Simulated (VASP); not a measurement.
# Os (P6_3/mmc) in VASP: a series of runs, part 2 of 2

VASP 6.6.1.

### Step 4. Single point, PBEsol (strain +0.040 along x and y, +0.040 along z)

INCAR reads:

```
ALGO     = Normal         # electronic algorithm
EDIFF    = 1E-6           # SCF threshold, eV
ENCUT    = 520            # plane-wave cutoff, eV
GGA      = PS             # functional
ISIF     = 2              # what is computed and relaxed
ISMEAR   = 0              # smearing method
LASPH    = True           # aspherical terms in the spheres
LCHARG   = False          # write CHGCAR
LREAL    = False          # projectors in reciprocal space
LWAVE    = False          # write WAVECAR
NBANDS   = 15             # bands
NELM     = 100            # most SCF steps
PREC     = Accurate       # precision mode
SIGMA    = 0.15           # smearing width, eV
```

KPOINTS reads:

```
k-points
0
Gamma
  18 18 12
```

POSCAR reads:

```
Os
1.0
    2.8434639745      0.0000000000      0.0000000000
   -1.4217319873      2.4625120367      0.0000000000
    0.0000000000      0.0000000000      4.4924880000
Os
2
Direct
    0.3333333333      0.6666666667      0.2500000000
    0.6666666667      0.3333333333      0.7500000000
```

Run with:

```bash
$ cat potpaw_PBE.64/Os/POTCAR > POTCAR
$ mpirun -np 1 vasp_std > vasp.out
```

It took 2.2 min on 1 thread of Oxide Virtual Turin-like, shared host; peak memory 0.2 GiB.

Results (log left out):

| Item | Value |
| --- | --- |
| Free energy | -23.9783 eV |
| Pressure | -40.2 GPa |
| Band gap on the k mesh | zero (bands 8 and 9 overlap by 3.26 eV) |

Stress tensor (GPa, compression positive):
```
-39.29   0.00   0.00
  0.00 -39.29   0.00
  0.00   0.00 -42.04
```

Levels at points of the mesh, in eV from the Fermi level:
```tsv
k point	band 5	band 6	band 7	band 8	band 9	band 10	band 11	band 12
(0.00, 0.00, 0.00)	-2.37	-1.87	-1.87	-1.33	-1.33	0.04	1.41	1.41
(0.50, 0.00, 0.00)	-2.60	-2.21	-1.62	1.65	2.11	2.21	3.69	4.85
(0.00, 0.00, 0.50)	-2.74	-2.74	-2.74	-2.74	0.71	0.71	0.71	0.71
(0.50, 0.00, 0.50)	-1.02	-1.02	-0.14	-0.14	1.93	1.93	2.81	2.81
```

Caveat: the cell differs from its parent crystal (strain +0.040 along x and y, +0.040 along z); the cell stands under tension; the PAW data sets were made with another functional, which shifts forces and pressure a little; spin-orbit coupling is left out, which moves the levels of the heavy elements.

### Step 5. Single point, PBEsol (strain +0.080 along x and y, +0.000 along z)

INCAR, as its differences from that of step 4:

```diff
@@ -11,3 +11,3 @@
 NBANDS   = 15             # bands
-NELM     = 100            # most SCF steps
+NELM     = 80             # most SCF steps
 PREC     = Accurate       # precision mode
```

KPOINTS is that of step 4.

POSCAR reads:

```
Os
1.0
    2.9528279736      0.0000000000      0.0000000000
   -1.4764139868      2.5572240381      0.0000000000
    0.0000000000      0.0000000000      4.3197000000
Os
2
Direct
    0.3333333333      0.6666666667      0.2500000000
    0.6666666667      0.3333333333      0.7500000000
```

Run with:

```bash
$ cat potpaw_PBE.64/Os/POTCAR > POTCAR
$ mpirun -np 1 vasp_std > vasp.out
```

Run time: 90 s. Hardware: 1 thread of Oxide Virtual Turin-like, shared host; peak memory 0.2 GiB.

The run converged. Its results:

- Free energy: -23.5688 eV
- Pressure: -44.8 GPa
- Band gap on the k mesh: zero (bands 8 and 9 overlap by 2.98 eV)

Stress tensor (GPa, compression positive):
```
-51.50   0.00   0.00
  0.00 -51.50   0.00
  0.00   0.00 -31.27
```

Levels at points of the mesh, in eV from the Fermi level:
| k point | band 6 | band 7 | band 8 | band 9 | band 10 | band 11 |
| --- | --- | --- | --- | --- | --- | --- |
| (0.00, 0.00, 0.00) | -1.84 | -1.72 | -1.72 | -1.54 | 0.86 | 1.32 |
| (0.50, 0.00, 0.00) | -1.72 | -1.08 | 1.03 | 1.66 | 2.41 | 3.17 |
| (0.00, 0.00, 0.50) | -2.92 | -2.58 | -2.58 | 0.77 | 0.77 | 0.77 |
| (0.50, 0.00, 0.50) | -1.28 | -0.18 | -0.18 | 1.44 | 1.44 | 2.54 |

Caveat: the cell differs from its parent crystal (strain +0.080 along x and y, +0.000 along z); the stress differs along the axes, from -51 to -31 GPa; the PAW data sets were made with another functional, which shifts forces and pressure a little; spin-orbit coupling is left out, which moves the levels of the heavy elements.

### Step 6. Single point, PBEsol (strain +0.040 along x and y, +0.080 along z)

INCAR reads:

```
PREC = Accurate
ENCUT = 520
EDIFF = 1E-7
ISMEAR = 0
SIGMA = 0.15
LREAL = False
LASPH = True
NELM = 80
ALGO = Fast
ISIF = 2
LWAVE = False
LCHARG = True
GGA = PS
LELF = True
LVHAR = True
NBANDS = 15
```

KPOINTS reads:

```
regular mesh
0
Gamma
  18 18 12
```

POSCAR reads:

```
Os
1.0
    2.8434639745      0.0000000000      0.0000000000
   -1.4217319873      2.4625120367      0.0000000000
    0.0000000000      0.0000000000      4.6652760000
Os
2
Direct
    0.3333333333      0.6666666667      0.2500000000
    0.6666666667      0.3333333333      0.7500000000
```

Potentials or basis: VASP PAW PBE potentials, release 64 (Os).

Run with:

```bash
$ cat potpaw_PBE.64/Os/POTCAR > POTCAR
$ mpirun -np 1 vasp_std > vasp.out
```

It took 2.5 min on 1 thread of Oxide Virtual Turin-like, shared host; peak memory 0.21 GiB.

Results (log left out):

```yaml
Free_energy: -23.5971 eV
Pressure: -47.7 GPa
Band_gap_on_the_k_mesh: zero (bands 8 and 9 overlap by 3.07 eV)
```

Stress tensor (GPa, compression positive):
```
-42.40   0.00   0.00
  0.00 -42.40   0.00
  0.00   0.00 -58.20
```

Levels at points of the mesh, in eV from the Fermi level:
```csv
k point,band 6,band 7,band 8,band 9,band 10,band 11
"(0.00, 0.00, 0.00)",-1.81,-1.81,-0.98,-0.98,-0.28,1.33
"(0.50, 0.00, 0.00)",-2.29,-1.75,1.79,1.90,2.14,3.59
"(0.00, 0.00, 0.50)",-2.47,-2.47,-2.47,0.65,0.65,0.65
"(0.50, 0.00, 0.50)",-0.82,-0.09,-0.09,2.00,2.00,2.67
```

Caveat: the cell differs from its parent crystal (strain +0.040 along x and y, +0.080 along z); the stress differs along the axes, from -58 to -42 GPa; the PAW data sets were made with another functional, which shifts forces and pressure a little; spin-orbit coupling is left out, which moves the levels of the heavy elements.

### Step 7. Summary

```csv
cell,gap on the mesh (eV),pressure (GPa)
"a = 2.843, b = 2.843, c = 4.320 Å, angles 90.0, 90.0, 120.0°, 2 atoms",none,-29.0
"a = 2.953, b = 2.953, c = 4.147 Å, angles 90.0, 90.0, 120.0°, 2 atoms",none,-32.8
"a = 2.843, b = 2.843, c = 4.492 Å, angles 90.0, 90.0, 120.0°, 2 atoms",none,-40.2
"a = 2.953, b = 2.953, c = 4.320 Å, angles 90.0, 90.0, 120.0°, 2 atoms",none,-44.8
"a = 2.843, b = 2.843, c = 4.665 Å, angles 90.0, 90.0, 120.0°, 2 atoms",none,-47.7
```

Alike in all rows: task single point; level PBEsol; potentials or basis VASP PAW PBE potentials, release 64 (Os); no spin polarisation; k mesh 18 × 18 × 12; cutoff (eV) 520; smearing gaussian 0.15 eV.

Caveats: the PAW data sets were made with another functional, which shifts forces and pressure a little; spin-orbit coupling is left out, which moves the levels of the heavy elements; the stress differs along the axes, from -34 to -19 GPa (at least some runs); the stress differs along the axes, from -45 to -7 GPa (at least some runs); the cell stands under tension (at least some runs); the stress differs along the axes, from -51 to -31 GPa (at least some runs); the stress differs along the axes, from -58 to -42 GPa (at least some runs).

Absolute energies hang on the potentials; compare differences alone.
